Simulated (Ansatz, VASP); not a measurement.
## Si: VASP beside Ansatz

```
Si
1.0
    -2.37137    2.37137    1.32927
     2.37137   -2.37137    1.32927
     2.37137    2.37137   -1.32927
Si
2
Direct
  0.50000 0.50000 0.00000
  0.25000 0.75000 0.50000
```

Alike in both runs: task relaxation of cell and atoms; functional PBE; k mesh 11 × 11 × 11; occupations fermi-dirac, width 0.05 eV; no spin polarisation.

|  | VASP | Ansatz |
| --- | --- | --- |
| version | VASP 6.6.1 | Ansatz 0.2.0 |
| potentials or method | VASP PAW PBE potentials, release 64 (Si) | Ansatz PAW |
| plane-wave cutoff (eV) | 600 | 420 |
| valence electrons in the cell | 8 | 8 |

VASP gave:

| Item | Value |
| --- | --- |
| gap on the k mesh at the Fermi level, each at its own relaxed structure (eV) | none |
| relaxed volume (Å³/atom) | 15.32 |
| relaxed length of the cell vector where the two differ most in proportion (Å) | 3.667 |

Question: Estimate Ansatz's values.

Answer: gap on the k mesh at the Fermi level, each at its own relaxed structure (eV): none; relaxed volume (Å³/atom): 15.33; relaxed length of the cell vector where the two differ most in proportion (Å): 3.667.

A gap of «none» marks a metal or a gap that the smearing closes.

Noted on Ansatz's run: the plane-wave basis is chosen anew once the cell has moved, so the energies of steps on either side of that aren't comparable.
